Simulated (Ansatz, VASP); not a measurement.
# Lu: VASP beside Ansatz

The input INCAR:

```
SYSTEM = Lu
PREC = Accurate
ENCUT = 520
EDIFF = 1E-6
ISMEAR = -1
SIGMA = 0.3
LREAL = .FALSE.
LASPH = .TRUE.
NELM = 60
ALGO = Normal
ISIF = 2
LWAVE = .FALSE.
LCHARG = .FALSE.
GGA = CA
NBANDS = 32
```

KPOINTS

```
Automatic mesh
0
G
  11 11 6
  0 0 0
```

POSCAR

```
Lu
1.0
    3.3823924653      0.0000000000      0.0000000000
   -1.6911962327      2.9292378005      0.0000000000
    0.0000000000      0.0000000000      5.2524129119
Lu
2
Direct
    0.3333333333      0.6666666667      0.2500000000
    0.6666666667      0.3333333333      0.7500000000
```

Input for Ansatz:

```yaml
crystal:
  lattice:
    - [3.3823924653, 0.0, 0.0]
    - [-1.6911962327, 2.9292378005, 0.0]
    - [0.0, 0.0, 5.2524129119]
  atoms:
    - { symbol: Lu, position: [0.3333333333, 0.6666666667, 0.25] }
    - { symbol: Lu, position: [0.6666666667, 0.3333333333, 0.75] }
hamiltonian:
  xc: lda
  pseudopotentials:
    kind: paw
    azcp:
      Lu: "pseudopotentials/Lu.paw.azcp"
basis:
  ecutwfc: 420
  fft_grid_basis: typed
kpoints:
  mp_grid: { grid: [11, 11, 6], shift: [0, 0, 0] }
magnetization:
  spin_polarized: false
scf:
  occupations: { method: fermi_dirac, width: 0.3 }
  lower_state_search: "off"
output:
  stress: true
```

Alike in both runs: task single point; functional LDA; k mesh 11 × 11 × 6; occupations fermi-dirac, width 0.3 eV; no spin polarisation.

```csv
,VASP,Ansatz
version,VASP 6.6.1,Ansatz 0.2.0
potentials or method,"VASP PAW PBE potentials, release 64 (Lu), cutoff 520 eV","plane waves (420 eV) with PAW, scalar-relativistic"
valence electrons in the cell,50,50
```

Ansatz gave:

```
pressure (GPa)                                                : 0.8
traceless stress, the component that is largest in VASP (GPa) : 0.85
```

Estimate VASP's values.

pressure (GPa): 1.0; traceless stress, the component that is largest in VASP (GPa): 0.87.

VASP's potentials were made for PBE, not for LDA, and Ansatz warns of the same on its side. LDA's correlation is that of Perdew and Zunger in VASP and of Perdew and Wang (1992) in Ansatz.

Neither program's run includes spin-orbit coupling.
